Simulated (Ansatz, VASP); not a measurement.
## InSb in VASP and in Ansatz

```
In Sb
1.0
     0.00000    3.20836    2.67449
     3.20836    0.00000    2.67449
     3.20836    3.20836    0.00000
In Sb
1 1
Direct
  0.00000 0.00000 0.00000
  0.50000 0.50000 0.50000
```

Alike in both runs: task single point; functional PBE; k mesh 14 × 14 × 14; occupations gaussian, width 0.15 eV; no spin polarisation.

|  | VASP | Ansatz |
| --- | --- | --- |
| version | VASP 6.6.1 | Ansatz 0.2.0 |
| potentials or method | VASP PAW PBE potentials, release 64 (In_d, Sb), cutoff 520 eV | scalar-relativistic, plane waves, PAW |
| valence electrons in the cell | 18 | 28 |

|  | VASP | Ansatz | Ansatz less VASP |
| --- | --- | --- | --- |
| gap on the k mesh at the Fermi level (eV) | none | none | - |
| pressure (GPa) | 7.6 | 7.7 | +0.05 |
| traceless stress, the component that is largest in VASP (GPa) | 17.80 | 17.87 | +0.067 |

A gap of «none» marks a metal or a gap that the smearing closes. VASP's potentials hold 18 valence electrons a cell and Ansatz's 28, so a difference there can come from the potentials and not from the codes.

Neither program's run includes spin-orbit coupling.
